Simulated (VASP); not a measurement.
Input of a VASP 6.6.1 run:

File INCAR:

```
SYSTEM = KBr
  PREC = Accurate
  ENCUT = 520
  EDIFF = 1E-6
  ISMEAR = 0
  SIGMA = 0.05
  LREAL = .False.
  LASPH = .True.
  NELM = 100
  ALGO = Normal
  ISIF = 2
  LWAVE = .False.
  LCHARG = .False.
  GGA = PS
  NBANDS = 15
```

The input KPOINTS:

```
Automatic mesh
0
Gamma
  8 8 8
  0 0 0
```

Contents of POSCAR:

```
KBr
1.0
    0.8025621558      3.7387651650      3.7387651650
    3.7387651650      0.8025621558      3.7387651650
    3.7387651650      3.7387651650      0.8025621558
K Br
1 1
Direct
    0.0000000000      0.0000000000      0.0000000000
    0.5000000000      0.5000000000      0.5000000000
```

Potentials or basis: VASP PAW PBE potentials, release 64 (K_sv, Br).

Command:

```sh
$ cat potpaw_PBE.64/K_sv/POTCAR potpaw_PBE.64/Br/POTCAR > POTCAR
$ mpirun -np 1 vasp_std > vasp.out
```

(1) Predict the band gap on the k mesh.

(2) What does it give for the pressure?

## Answers

(1) 3.07 eV, direct.

(2) -0.9 GPa.

Caveat: the PAW data sets were made with another functional, which shifts forces and pressure a little.
